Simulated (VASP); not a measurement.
Write the native input for VASP 6.6.1 that does the following.

```yaml
Task: single point
Functional: PBE
Potentials_or_basis: VASP PAW PBE potentials, release 64 (Na_pv, C)
Cutoff: 520 eV
k_mesh: 6 × 6 × 6
Occupations: gaussian, width 0.1 eV
Spin: no spin polarisation
Dipole_correction: no
Further_INCAR_settings: ALGO = Normal; EDIFF = 1e-06; NBANDS = 29
```

The structure of NaC3 lies in POSCAR:

```
NaC3
1.0
    4.2539479900      0.0000000000      0.0000000000
   -2.1269739900      3.6840270200      0.0000000000
    0.0000000000      0.0000000000      3.3326681100
Na C
2 6
Direct
    0.3333333300      0.6666666700      0.5000000000
    0.6666666700      0.3333333300      0.5000000000
    0.0000000000      0.6666666700      0.0000000000
    0.6666666700      0.0000000000      0.0000000000
    0.3333333300      0.3333333300      0.0000000000
    0.6666666700      0.6666666700      0.0000000000
    0.3333333300      0.0000000000      0.0000000000
    0.0000000000      0.3333333300      0.0000000000
```

One way to write it, as run:

INCAR

```
SYSTEM = NaC3
ALGO     = Normal         ! electronic algorithm
EDIFF    = 1E-6           ! SCF threshold, eV
ENCUT    = 520            ! plane-wave cutoff, eV
GGA      = PE             ! functional
ISIF     = 2              ! what is computed and relaxed
ISMEAR   = 0              ! smearing method
LASPH    = .TRUE.         ! aspherical terms in the spheres
LCHARG   = .FALSE.        ! write CHGCAR
LREAL    = .FALSE.        ! projectors in reciprocal space
LWAVE    = .FALSE.        ! write WAVECAR
NBANDS   = 29             ! bands
NELM     = 100            ! most SCF steps
PREC     = Accurate       ! precision mode
SIGMA    = 0.1            ! smearing width, eV
```

KPOINTS

```
k-points
0
G
  6 6 6
  0 0 0
```

Potentials or basis: VASP PAW PBE potentials, release 64 (Na_pv, C).

Command:

```sh
$ cat potpaw_PBE.64/Na_pv/POTCAR potpaw_PBE.64/C/POTCAR > POTCAR
$ mpirun -np 1 vasp_std > vasp.out
```

It gave:

```json
{
 "Pressure": "81.0 GPa",
 "Largest force": "0.996 eV/Å",
 "Band gap on the k mesh": "zero (bands 19 and 20 overlap by 6.01 eV)"
}
```

Caveat: the cell stands under pressure.

It took 49 s on 1 thread of Intel Xeon 8259CL (shared host), peak memory 0.18 GiB.
